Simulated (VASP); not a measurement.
Wanted: the native input for a VASP 6.6.1 run.

```
Task                   : single point
Functional             : LDA
Potentials or basis    : VASP PAW LDA potentials, release 64 (Ir)
Cutoff                 : 520 eV
k mesh                 : 23 × 23 × 23
Occupations            : fermi-dirac, width 0.05 eV
Spin                   : collinear spin, ferromagnetic start
Starting moments       : [1.0] μB
Dipole correction      : no
Further INCAR settings : ALGO = Normal; EDIFF = 1e-07; NBANDS = 14
```

The structure of Ir lies in POSCAR:

```
Ir
1.0
    0.0000000000      1.9058274255      1.9058274255
    1.9058274255      0.0000000000      1.9058274255
    1.9058274255      1.9058274255      0.0000000000
Ir
1
Direct
    0.0000000000      0.0000000000      0.0000000000
```

One way to write it, as run:

INCAR

```
SYSTEM = Ir
PREC     = Accurate       ! precision mode
ENCUT    = 520            ! plane-wave cutoff, eV
EDIFF    = 1E-7           ! SCF threshold, eV
ISMEAR   = -1             ! smearing method
SIGMA    = 0.05           ! smearing width, eV
LREAL    = .False.        ! projectors in reciprocal space
LASPH    = .True.         ! aspherical terms in the spheres
NELM     = 150            ! most SCF steps
ALGO     = Normal         ! electronic algorithm
ISIF     = 2              ! what is computed and relaxed
LWAVE    = .False.        ! write WAVECAR
LCHARG   = .False.        ! write CHGCAR
ISPIN    = 2              ! spin polarisation
MAGMOM   = 1              ! initial moments
LORBIT   = 11             ! projections on sites
LMAXMIX  = 4              ! l up to which the mixer works
GGA      = CA             ! functional
NBANDS   = 14             ! bands
```

KPOINTS

```
Automatic mesh
0
Gamma
  23 23 23
  0 0 0
```

Potentials or basis: VASP PAW LDA potentials, release 64 (Ir).

The run is started by

```sh
$ cat potpaw_LDA.64/Ir/POTCAR > POTCAR
$ mpirun -np 1 vasp_std > vasp.out
```

It gave:

| Quantity | Value |
| --- | --- |
| Pressure | 2.4 GPa |
| Net moment | 0.00 μB per cell |
| Valence electrons inside the program's atomic spheres | Ir 8.49 |

Run time: 2.5 min on 1 thread of Intel Xeon 8259CL, on a shared host, peak memory 0.21 GiB.
